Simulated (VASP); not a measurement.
# Al8N in VASP: notebook

Al8N is run at these levels: PBE; tasks: single point.

Program: VASP 6.6.1. These are calculated values, not measurements. Logs are shortened: lines on timing, memory, paths and dates and some standing lists are left out, and cuts for length are marked.

**1. The cell of the first run**

The cell holds a slab with vacuum, 9 atoms: a = 2.854 Å, b = 2.854 Å, c = 33.476 Å, α = 90.00°, β = 90.00°, γ = 120.00°.

**2. Single point, PBE**

Contents of INCAR:

```
ALGO = Normal
DIPOL = 0.5 0.5 0.399
EDIFF = 1E-7
ENCUT = 520
GGA = PE
IDIPOL = 3
ISIF = 2
ISMEAR = 0
LASPH = True
LCHARG = False
LDIPOL = True
LREAL = False
LWAVE = False
NBANDS = 24
NELM = 100
PREC = Accurate
SIGMA = 0.1
```

Contents of KPOINTS:

```
k-points
0
Gamma
  9 9 1
```

Contents of POSCAR:

```
Al8N
1.0
    2.8543223330      0.0000000000      0.0000000000
   -1.4271611665      2.4719156510      0.0000000000
    0.0000000000      0.0000000000     33.4760593533
Al N
8 1
Direct
    0.3333333333      0.6666666667      0.1194883770
    0.0000000000      0.0000000000      0.1895622803
    0.6666666667      0.3333333333      0.2596361837
    0.0000000000      0.0000000000      0.3297100869
    0.3333333333      0.6666666667      0.3992195594
    0.0000000000      0.0000000000      0.4696536480
    0.6666666667      0.3333333333      0.5400996810
    0.0000000000      0.0000000000      0.6116627748
    0.1111111111     -0.1111111111      0.6734980099
```

Potentials or basis: VASP PAW PBE potentials, release 64 (Al, N).

Launch:

```
$ cat potpaw_PBE.64/Al/POTCAR potpaw_PBE.64/N/POTCAR > POTCAR
$ mpirun -np 1 vasp_std > vasp.out
```

OUTCAR:

```text
EDIFF = 1E-7
   ENCUT = 520
   GGA = PE
   ISIF = 2
   ISMEAR = 0
   LASPH = True
   LREAL = False
   NELM = 100
   PREC = Accurate

 ion  position               nearest neighbor table
   1  0.333  0.667  0.119-   2 2.87   2 2.87   2 2.87
   2  0.000  0.000  0.190-   1 2.87   1 2.87   1 2.87   3 2.87   3 2.87   3 2.87
   3  0.667  0.333  0.260-   4 2.87   4 2.87   4 2.87   2 2.87   2 2.87   2 2.87
   4  0.000  0.000  0.330-   5 2.85   5 2.85   5 2.85   3 2.87   3 2.87   3 2.87
   5  0.333  0.667  0.399-   4 2.85   4 2.85   4 2.85   6 2.88   6 2.88   6 2.88
   6  0.000  0.000  0.470-   5 2.88   5 2.88   5 2.88   7 2.88   7 2.88   7 2.88
   7  0.667  0.333  0.540-   6 2.88   6 2.88   6 2.88   8 2.91   8 2.91   8 2.91
   8  0.000  0.000  0.612-   9 2.14   7 2.91   7 2.91   7 2.91
   9  0.111  0.889  0.673-   8 2.14

  LATTYP: Found a hexagonal cell.
 ALAT       =     2.8543223330
 C/A-ratio  =    11.7281986573

  Lattice vectors:

 A1 = (   2.8543223330,   0.0000000000,   0.0000000000)
 A2 = (  -1.4271611665,   2.4719156510,   0.0000000000)
 A3 = (   0.0000000000,   0.0000000000,  33.4760593533)

Analysis of symmetry for initial positions (statically):
=====================================================================
 Subroutine PRICEL returns:
 Original cell was already a primitive cell.

 Routine SETGRP: Setting up the symmetry group for a
 hexagonal supercell.

 Subroutine GETGRP returns: Found  2 space group operations
 (whereof  2 operations were pure point group operations)
 out of a pool of 24 trial point group operations.

The static configuration has the point symmetry C_1h.

Analysis of symmetry for dynamics (positions and initial velocities):
=====================================================================
 Subroutine PRICEL returns:
 Original cell was already a primitive cell.

 Routine SETGRP: Setting up the symmetry group for a
 hexagonal supercell.

 Subroutine GETGRP returns: Found  2 space group operations
 (whereof  2 operations were pure point group operations)
 out of a pool of 24 trial point group operations.

The dynamic configuration has the point symmetry C_1h.

 Subroutine INISYM returns: Found  2 space group operations
 (whereof  2 operations are pure point group operations),
 and found     1 'primitive' translations

----------------------------------------------------------------------------------------

                                     Primitive cell

  volume of cell :     236.1952

  direct lattice vectors                    reciprocal lattice vectors
     2.854322333  0.000000000  0.000000000     0.350345856  0.202272274  0.000000000
    -1.427161166  2.471915651  0.000000000     0.000000000  0.404544548  0.000000000
     0.000000000  0.000000000 33.476059353     0.000000000  0.000000000  0.029872094

  length of vectors
     2.854322333  2.854322333 33.476059353     0.404544548  0.404544548  0.029872094

  position of ions in fractional coordinates (direct lattice)
     0.333333333  0.666666667  0.119488377
     0.000000000  0.000000000  0.189562280
     0.666666667  0.333333333  0.259636184
     0.000000000  0.000000000  0.329710087
     0.333333333  0.666666667  0.399219559
     0.000000000  0.000000000  0.469653648
     0.666666667  0.333333333  0.540099681
     0.000000000  0.000000000  0.611662775
     0.111111111  0.888888889  0.673498010

  ion indices of the primitive-cell ions
   primitive index   ion index
                 1           1
                 2           2
                 3           3
                 4           4
                 5           5
                 6           6
                 7           7
                 8           8
                 9           9

----------------------------------------------------------------------------------------

 KPOINTS: k-points

Automatic generation of k-mesh.
 Grid dimensions read from file:
 generate k-points for:    9    9    1

 Generating k-lattice:

  Cartesian coordinates                     Fractional coordinates (reciprocal lattice)
     0.038927317  0.022474697  0.000000000     0.111111111 -0.000000000  0.000000000
     0.000000000  0.044949394  0.000000000     0.000000000  0.111111111  0.000000000
     0.000000000  0.000000000  0.029872094     0.000000000  0.000000000  1.000000000

  Length of vectors
     0.044949394  0.044949394  0.029872094

  Shift w.r.t. Gamma in fractional coordinates (k-lattice)
     0.000000000  0.000000000  0.000000000

 Subroutine IBZKPT returns following result:
 ===========================================

 Found     25 irreducible k-points:

 Following reciprocal coordinates:
            Coordinates               Weight
  0.000000  0.000000  0.000000      1.000000
  0.111111  0.000000  0.000000      4.000000
 -0.111111  0.111111  0.000000      2.000000
  0.222222  0.000000  0.000000      4.000000
 -0.222222  0.222222  0.000000      2.000000
  0.333333  0.000000  0.000000      4.000000
[... 16 lines left out ...]
 -0.222222 -0.444444  0.000000      4.000000
  0.444444  0.333333  0.000000      4.000000
   k-points           NKPTS =     25   k-points in BZ     NKDIM =     25   number of bands    NBANDS=     24
   number of dos      NEDOS =    301   number of ions     NIONS =      9
   total plane-waves  NPLWV = 144000
   dimension x,y,z NGX =    24 NGY =   24 NGZ =  250
   dimension x,y,z NGXF=    48 NGYF=   48 NGZF=  500
   ions per type =               8   1
   NGX,Y,Z   is equivalent  to a cutoff of  13.98, 13.98, 12.42 a.u.
   NGXF,Y,Z  is equivalent  to a cutoff of  27.96, 27.96, 24.83 a.u.
 SYSTEM =  unknown system
   PREC   = accura    normal or accurate (medium, high low for compatibility)
   ISTART =      0    job   : 0-new  1-cont  2-samecut
   ICHARG =      2    charge: 1-file 2-atom 10-const
   ISPIN  =      1    spin polarized calculation?
   LNONCOLLINEAR =      F non collinear calculations
   LSORBIT =      F    spin-orbit coupling
   LASPH  =      T    aspherical Exc in radial PAW
   ENCUT  =  520.0 eV  38.22 Ry    6.18 a.u.   5.31  5.31 62.24*2*pi/ulx,y,z
   NELM   =    100;   NELMIN=  2; NELMDL= -5     # of ELM steps
   EDIFF  = 0.1E-06   stopping-criterion for ELM
   LREAL  =      F    real-space projection
   EDIFFG = 0.1E-05   stopping-criterion for IOM
   NSW    =      0    number of steps for IOM
   IBRION =     -1    ionic relax: 0-MD 1-quasi-New 2-CG
   NFREE  =      0    steps in history (QN), initial steepest desc. (CG)
   ISIF   =      2    stress and relaxation
   ISYM   =      2    0-nonsym 1-usesym 2-fastsym
   POTIM  = 0.5000    time-step for ionic-motion
   TEBEG  =    0.0;   TEEND  =   0.0 temperature during run
   PSTRESS=    0.0 pullay stress
   NELECT =      29.0000    total number of electrons
   NUPDOWN=      -1.0000    fix difference up-down
   EMIN   =  10.00;   EMAX   =-10.00  energy-range for DOS
   EFERMI =   0.00;   METHOD = LEGACY
   ISMEAR =     0;   SIGMA  =   0.10  broadening in eV -4-tet -1-fermi 0-gaus
   EFERMI_NEDOS =   21; number of points for ismear=-14 and -15
   IALGO  =     38    algorithm
   IMIX   =      4    mixing-type and parameters
     AMIX     =   0.40;   BMIX     =  1.00
     AMIX_MAG =   1.60;   BMIX_MAG =  1.00
  volume/ion in A,a.u.               =      26.24       177.10
  Fermi-wavevector in a.u.,A,eV,Ry     =   0.813674  1.537621  9.007949  0.662066
  Thomas-Fermi vector in A             =   1.923442
   LORBIT       =      0    0 simple, 1 ext, 2 COOP (PROOUT), +10 PAW based schemes
   GGA     = PE    functional components
   LHFCALC =     F    Hartree Fock is set to
   AEXX    =    0.0000 exact exchange contribution
   IVDW    =     0    specifies the selected vdW correction
   LEPSILON=     F    determine dielectric tensor
   LRPA    =     F    only Hartree local field effects (RPA)
 non-spin polarized calculation
 Gauss-broadening in eV      SIGMA  =   0.10
  energy-cutoff  :      520.00
  volume of cell :      236.20
 maximum number of plane-waves:      6403
 NGX is ok and might be reduce to    24
   NGX = 11   NGY = 11   NGZ =125

 number of electron      29.0000000 magnetization

 dipolmoment           0.000000      0.000000      0.157405 electrons x Angstroem

 Free energy of the ion-electron system (eV)
  ---------------------------------------------------
  ext. energy  EPLUGINS =         0.00000000
  ---------------------------------------------------
  free energy    TOTEN  =       -33.56321163 eV

  energy without entropy =      -33.54359685  energy(sigma->0) =      -33.55340424

 E-fermi :   2.0985     XC(G=0):  -6.7044

 val. band max:        2.0911018654   @ k =  -0.1111   0.2222   0.0000
 cond. band min:       2.1028462688   @ k =  -0.2222  -0.4444   0.0000
 fundamental gap:      0.0117444034
 Fermi energy:         2.0985428321

 k-point     1 :       0.0000    0.0000    0.0000
  band No.  band energies     occupation
      1     -11.3185      2.00000
      2      -8.9259      2.00000
      3      -8.6080      2.00000
      4      -8.1342      2.00000
      5      -7.4195      2.00000
      6      -6.5949      2.00000
[... 16 lines left out ...]
     23      11.2436      0.00000
     24      12.4549      0.00000

 k-point     2 :       0.1111    0.0000    0.0000
  band No.  band energies     occupation
      1     -11.1719      2.00000
      2      -8.6275      2.00000
      3      -8.3108      2.00000
      4      -7.8386      2.00000
      5      -7.1260      2.00000
      6      -6.3040      2.00000
[... 16 lines left out ...]
     23       9.8657      0.00000
     24      10.1381      0.00000
[... 565 lines left out ...]
     23       3.5891      0.00000
     24       3.9116      0.00000

 k-point    24 :       0.4444    0.3333    0.0000
  band No.  band energies     occupation
      1      -9.6972      2.00000
      2      -3.3643      2.00000
      3      -3.0688      2.00000
      4      -2.6327      2.00000
      5      -1.9865      2.00000
      6      -1.2869      2.00000
[... 16 lines left out ...]
     23       3.6119      0.00000
     24       3.9488      0.00000

 [... further k-points ...]

------------------------ aborting loop because EDIFF is reached ----------------------------------------

 vacuum level on the upper side and lower side of the slab       (xc-potential included)         1.967        -2.107

  FORCE on cell =-STRESS in cart. coord.  units (eV):
  Direction    XX          YY          ZZ          XY          YZ          ZX
  --------------------------------------------------------------------------------------
  -------------------------------------------------------------------------------------
  Total       -3.1243628     -2.8863719     -4.7897515      0.2061062      0.2146558     -0.3717948
  in kB      -21.1934202    -19.5790619    -32.4902139      1.3980753      1.4560698     -2.5219872
  external PRESSURE =     -24.4208987 kB  Pullay stress =       0.0000000 kB

 VOLUME and BASIS-vectors are now :
 -----------------------------------------------------------------------------
  energy-cutoff  :      520.00
  volume of cell :      236.20
      direct lattice vectors                 reciprocal lattice vectors
     2.854322333  0.000000000  0.000000000     0.350345856  0.202272274  0.000000000
    -1.427161166  2.471915651  0.000000000     0.000000000  0.404544548  0.000000000
     0.000000000  0.000000000 33.476059353     0.000000000  0.000000000  0.029872094

 POSITION                                       TOTAL-FORCE (eV/Angst)
 -----------------------------------------------------------------------------------
     -0.00000      1.64794      4.00000         0.002961     -0.001710     -0.112851
      0.00000      0.00000      6.34580        -0.006391      0.003690      0.046505
      1.42716      0.82397      8.69160         0.001613     -0.000931      0.021048
      0.00000      0.00000     11.03739         0.003515     -0.002029     -0.041126
     -0.00000      1.64794     13.36430         0.004384     -0.002531      0.212449
      0.00000      0.00000     15.72215        -0.019814      0.011439     -0.173112
      1.42716      0.82397     18.08041         0.006830     -0.003943      0.193294
      0.00000      0.00000     20.47606         0.203365     -0.117413      2.256519
     -0.95144      2.19726     22.54606        -0.196465      0.113429     -2.402726
 -----------------------------------------------------------------------------------
    total drift:                                0.000182     -0.000105     -0.000143

  FREE ENERGIE OF THE ION-ELECTRON SYSTEM (eV)
  ---------------------------------------------------
  free  energy   TOTEN  =       -33.5632116297 eV

  energy  without entropy=      -33.5435968547  energy(sigma->0) =      -33.55340424

 vacuum level on the upper side and lower side of the slab        10.161         6.027
```

It took 9.5 min on 1 thread of Intel Xeon Platinum 8259CL at 2.50GHz (Skylake/Cascade Lake), shared host; peak memory 0.43 GiB.

What came out:

| Property | Result |
| --- | --- |
| Free energy | -33.5632 eV |
| Largest force | 2.413 eV/Å |

Forces on the atoms (eV/Å):
```
Al   0.003 -0.002 -0.113
Al  -0.006  0.004  0.047
Al   0.002 -0.001  0.021
Al   0.004 -0.002 -0.041
Al   0.004 -0.003  0.212
Al  -0.020  0.011 -0.173
Al   0.007 -0.004  0.193
Al   0.203 -0.117  2.257
N   -0.196  0.113 -2.403
```

Levels at points of the mesh, in eV from the Fermi level:
```csv
k point,band 12,band 13,band 14,band 15,band 16,band 17
"(0.00, 0.00, 0.00)",-1.16,0.28,1.31,1.33,1.89,3.35
```

**3. Single point, PBE**

Contents of INCAR:

```
  PREC = Accurate
  ENCUT = 520
  EDIFF = 1E-7
  ISMEAR = 0
  SIGMA = 0.1
  LREAL = False
  LASPH = True
  NELM = 100
  ALGO = Normal
  ISIF = 2
  LWAVE = False
  LCHARG = False
  LDIPOL = True
  IDIPOL = 3
  DIPOL = 0.5 0.5 0.402
  GGA = PE
  NBANDS = 24
```

Contents of KPOINTS:

```
Automatic mesh
0
Gamma
  9 9 1
```

POSCAR: that of step 2 with these lines changed.

```diff
@@ -16,2 +16,2 @@
     0.0000000000      0.0000000000      0.6116627748
-    0.1111111111     -0.1111111111      0.6734980099
+    0.1111111111     -0.1111111111      0.7003828947
```

Potentials or basis: VASP PAW PBE potentials, release 64 (Al, N).

Launch:

```
$ cat potpaw_PBE.64/Al/POTCAR potpaw_PBE.64/N/POTCAR > POTCAR
$ mpirun -np 1 vasp_std > vasp.out
```

It took 7.6 min on 1 thread of Intel Xeon Platinum 8259CL at 2.50GHz (Skylake/Cascade Lake), shared host; peak memory 0.43 GiB.

It converged, with:

| Item | Value |
| --- | --- |
| Free energy | -31.7338 eV |
| Largest force | 1.265 eV/Å |

Forces in eV/Å, atoms in the order of the input:
```
Al   0.003 -0.002 -0.088
Al  -0.001  0.001  0.053
Al   0.000  0.000 -0.007
Al   0.001 -0.001 -0.088
Al   0.004 -0.003  0.208
Al  -0.017  0.010 -0.098
Al   0.000  0.000 -0.019
Al   0.100 -0.058  1.259
N   -0.090  0.052 -1.219
```

Levels at points of the mesh, in eV from the Fermi level:
```tsv
k point	band 11	band 12	band 13	band 14	band 15	band 16	band 17	band 18
(0.00, 0.00, 0.00)	-2.42	-1.23	-0.22	1.32	1.51	1.51	2.89	4.03
```
